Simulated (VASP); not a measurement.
A run of VASP 6.6.1:

POSCAR

```
Cr
1.0
   -1.4149597598      1.4149597598      1.4149597598
    1.4149597598     -1.4149597598      1.4149597598
    1.4149597598      1.4149597598     -1.4149597598
Cr
1
Direct
    0.0000000000      0.0000000000      0.0000000000
```

The input INCAR.step1:

```
SYSTEM = Cr
  ALGO = Normal
  EDIFF = 1E-5
  ENCUT = 550
  GGA = PE
  GGA_COMPAT = .False.
  ISMEAR = -1
  LASPH = .True.
  LCHARG = .False.
  LREAL = .False.
  LWAVE = .True.
  NBANDS = 12
  NELM = 120
  PREC = Accurate
  SIGMA = 0.1
```

File INCAR.step2:

```
SYSTEM = Cr
  ALGO = Normal
  EDIFF = 1E-6
  ENCUT = 550
  GGA_COMPAT = .False.
  ISIF = 2
  ISMEAR = -1
  ISTART = 1
  LASPH = .True.
  LCHARG = .False.
  LMIXTAU = .True.
  LREAL = .False.
  LWAVE = .False.
  METAGGA = R2SCAN
  NBANDS = 12
  NELM = 120
  PREC = Accurate
  SIGMA = 0.1
```

File KPOINTS:

```
k-points
0
Gamma
  8 8 8
  0 0 0
```

Potentials or basis: VASP PAW PBE potentials, release 64 (Cr_pv).

Command:

```console
$ cat potpaw_PBE.64/Cr_pv/POTCAR > POTCAR
$ cp INCAR.step1 INCAR
$ mpirun -np 1 vasp_std > vasp.out
$ cp INCAR.step2 INCAR
$ mpirun -np 1 vasp_std > vasp.out
```

Hardware: 1 thread of AMD EPYC 7R13 (shared host).

Task: How long does it take, and how much memory?

Result: Run time: 50 s on 1 thread of AMD EPYC 7R13, on a shared host, peak memory 0.1 GiB. Counts: k points 29.
